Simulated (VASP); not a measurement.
Write the native input for VASP 6.6.1 that does the following.

| Property | Result |
| --- | --- |
| Task | single point |
| Functional | PBE |
| Potentials or basis | VASP PAW PBE potentials, release 64 (Ca_sv, Br) |
| Cutoff | 520 eV |
| k mesh | 10 × 10 × 8 |
| Occupations | methfessel-paxton, width 0.1 eV |
| Spin | no spin polarisation |
| Dipole correction | no |
| Further INCAR settings | ALGO = Normal; EDIFF = 1e-06; NBANDS = 16 |

The structure of CaBr lies in POSCAR:

```
CaBr
1.0
    3.9170223800      0.0000000000      0.0000000000
   -1.9585111900      3.3922408900      0.0000000000
    0.0000000000      0.0000000000      4.3410340000
Ca Br
1 1
Direct
    0.0000000000      0.0000000000      0.0000000000
    0.3333333302      0.6666666706      0.5000000000
```

These files were run (other wordings do the same):

INCAR

```
ALGO     = Normal         # electronic algorithm
EDIFF    = 1E-6           # SCF threshold, eV
ENCUT    = 520            # plane-wave cutoff, eV
GGA      = PE             # functional
ISIF     = 2              # what is computed and relaxed
ISMEAR   = 1              # smearing method
LASPH    = T              # aspherical terms in the spheres
LCHARG   = F              # write CHGCAR
LREAL    = F              # projectors in reciprocal space
LWAVE    = F              # write WAVECAR
NBANDS   = 16             # bands
NELM     = 100            # most SCF steps
PREC     = Accurate       # precision mode
SIGMA    = 0.1            # smearing width, eV
```

KPOINTS

```
k-points
0
Gamma
  10 10 8
```

Potentials or basis: VASP PAW PBE potentials, release 64 (Ca_sv, Br).

Launch:

```console
$ cat potpaw_PBE.64/Ca_sv/POTCAR potpaw_PBE.64/Br/POTCAR > POTCAR
$ mpirun -np 1 vasp_std > vasp.out
```

Results of the run:

```yaml
Pressure: 0.4 GPa
Band_gap_on_the_k_mesh: zero (an odd number of electrons rules out a gap without spin polarisation)
```

Caveat: an odd number of electrons without spin polarisation forces a metal; a magnetic or distorted state may lie lower.

Run time: 25 s on 1 thread of Intel(R) Xeon(R) 6975P-C (Granite Rapids), with other jobs on the host, peak memory 0.21 GiB.
